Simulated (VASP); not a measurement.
# CrPb (Pm-3m) in VASP: notebook, part 2 of 2

VASP 6.6.1.

**4. Single point, PBEsol, collinear spin, ferrimagnetic start**

Contents of INCAR:

```
ALGO = Normal ; EDIFF = 1E-7
ENCUT = 520 ; GGA = PS
ISIF = 2 ; ISMEAR = 0
ISPIN = 2 ; LASPH = True
LCHARG = False ; LMAXMIX = 4
LORBIT = 11 ; LREAL = False
LWAVE = False ; MAGMOM = 2.86 -0.12
NBANDS = 24 ; NELM = 150
NUPDOWN = 2.5 ; PREC = Accurate
SIGMA = 0.1
```

Contents of KPOINTS:

```
k-points
0
Gamma
  12 12 12
```

Contents of POSCAR:

```
CrPb
1.0
    3.4858517531      0.0000000000      0.0000000000
    0.0000000000      3.4858517531      0.0000000000
    0.0000000000      0.0000000000      3.4858517531
Cr Pb
1 1
Direct
    0.0000000000      0.0000000000      0.0000000000
    0.5000000000      0.5000000000      0.5000000000
```

Command:

```
$ cat potpaw_PBE.64/Cr_pv/POTCAR potpaw_PBE.64/Pb_d/POTCAR > POTCAR
$ mpirun -np 1 vasp_std > vasp.out
```

Run time: 3.2 min. Hardware: 1 thread of Oxide Virtual Turin-like, shared host; peak memory 0.23 GiB.

It converged, with:

- Free energy: -12.3552 eV
- Pressure: -8.5 GPa
- Net moment: 2.50 μB per cell
- Site moments: Cr +2.55; Pb -0.13 μB
- Valence electrons inside the program's atomic spheres: Cr 10.51; Pb 12.06

Caveat: the PAW data sets were made with another functional, which shifts forces and pressure a little; the total moment is fixed, so each spin has its own Fermi level.

**5. Single point, PBEsol, collinear spin, ferrimagnetic start**

Contents of INCAR:

```
  PREC = Accurate
  ENCUT = 520
  EDIFF = 1E-6
  ISMEAR = 0
  SIGMA = 0.1
  LREAL = False
  LASPH = True
  NELM = 150
  ALGO = Normal
  ISIF = 2
  LWAVE = False
  LCHARG = False
  ISPIN = 2
  MAGMOM = 3.38 -0.14
  LORBIT = 11
  NUPDOWN = 3.0
  LMAXMIX = 4
  GGA = PS
  NBANDS = 24
```

Contents of KPOINTS:

```
Automatic mesh
0
Gamma
  12 12 12
```

POSCAR is that of step 4.

Potentials or basis: VASP PAW PBE potentials, release 64 (Cr_pv, Pb_d).

Command:

```
$ cat potpaw_PBE.64/Cr_pv/POTCAR potpaw_PBE.64/Pb_d/POTCAR > POTCAR
$ mpirun -np 1 vasp_std > vasp.out
```

OUTCAR:

```text
PREC = Accurate
   ENCUT = 520
   EDIFF = 1E-6
   ISMEAR = 0
   LREAL = False
   LASPH = True
   NELM = 150
   ISIF = 2
   ISPIN = 2
   LORBIT = 11
   NUPDOWN = 3.0
   GGA = PS

 ion  position               nearest neighbor table
   1  0.000  0.000  0.000-   2 3.02   2 3.02   2 3.02   2 3.02   2 3.02   2 3.02   2 3.02   2 3.02

   2  0.500  0.500  0.500-   1 3.02   1 3.02   1 3.02   1 3.02   1 3.02   1 3.02   1 3.02   1 3.02

  LATTYP: Found a simple cubic cell.
 ALAT       =     3.4858517531

  Lattice vectors:

[... 1512 lines left out ...]
  external PRESSURE =     -55.3831899 kB  Pullay stress =       0.0000000 kB

 VOLUME and BASIS-vectors are now :
 -----------------------------------------------------------------------------
  energy-cutoff  :      520.00
  volume of cell :       42.36
      direct lattice vectors                 reciprocal lattice vectors
     3.485851753  0.000000000  0.000000000     0.286873932  0.000000000  0.000000000
     0.000000000  3.485851753  0.000000000     0.000000000  0.286873932  0.000000000
     0.000000000  0.000000000  3.485851753     0.000000000  0.000000000  0.286873932

 POSITION                                       TOTAL-FORCE (eV/Angst)
 -----------------------------------------------------------------------------------
      0.00000      0.00000      0.00000         0.000000      0.000000      0.000000
      1.74293      1.74293      1.74293         0.000000      0.000000      0.000000
 -----------------------------------------------------------------------------------
    total drift:                                0.000000      0.000000      0.000000

  FREE ENERGIE OF THE ION-ELECTRON SYSTEM (eV)
  ---------------------------------------------------
  free  energy   TOTEN  =       -12.4989965643 eV

  energy  without entropy=      -12.4767583231  energy(sigma->0) =      -12.48787744

 total charge

# of ion       s       p       d       tot
------------------------------------------
    1        0.232   6.130   4.151  10.513
    2        1.285   0.968   9.821  12.074
--------------------------------------------------
tot          1.518   7.098  13.972  22.587

 magnetization (x)

# of ion       s       p       d       tot
------------------------------------------
    1        0.014   0.006   2.996   3.015
    2       -0.027  -0.131   0.010  -0.148
--------------------------------------------------
tot         -0.013  -0.126   3.005   2.867
```

stdout:

```text
POSCAR found type information on POSCAR CrPb
 POSCAR found :  2 types and       2 ions
 scaLAPACK will be used
 -----------------------------------------------------------------------------
|                                                                             |
|                                                                             |
|     You enforced a specific xc type in the INCAR file but a different       |
|     I HOPE YOU KNOW WHAT YOU ARE DOING!                                     |
|                                                                             |
 -----------------------------------------------------------------------------

 LDA part: xc-table for (Slater+PW92), standard interpolation
 POSCAR, INCAR and KPOINTS ok, starting setup
 FFT: planning ... GRIDC
 FFT: planning ... GRID_SOFT
 FFT: planning ... GRID
 WAVECAR not read
 entering main loop
```

It took 2.6 min on 1 thread of Oxide Virtual Turin-like, shared host; peak memory 0.23 GiB.

What came out:

```yaml
Free_energy: -12.4990 eV
Pressure: -5.5 GPa
Net_moment: 3.00 μB per cell
Site_moments: Cr +3.02; Pb -0.15 μB
Valence_electrons_inside_the_program's_atomic_spheres: Cr 10.51; Pb 12.07
```

Caveat: the PAW data sets were made with another functional, which shifts forces and pressure a little; the total moment is fixed, so each spin has its own Fermi level.

**6. The runs side by side**

```tsv
fixed moment (μB)	pressure (GPa)	moment (μB)
1.5	-12.5	1.50
2.0	-11.0	2.00
2.5	-8.5	2.50
3.0	-5.5	3.00
```

Alike in all rows: task single point; level PBEsol; potentials or basis VASP PAW PBE potentials, release 64 (Cr_pv, Pb_d); spin collinear, ferrimagnetic start; cell as given; k mesh 12 × 12 × 12; cutoff (eV) 520; smearing gaussian 0.1 eV.

Caveats: the PAW data sets were made with another functional, which shifts forces and pressure a little; the total moment is fixed, so each spin has its own Fermi level.

Total energies depend on the potentials used, so only differences within one code and one set of settings carry meaning.
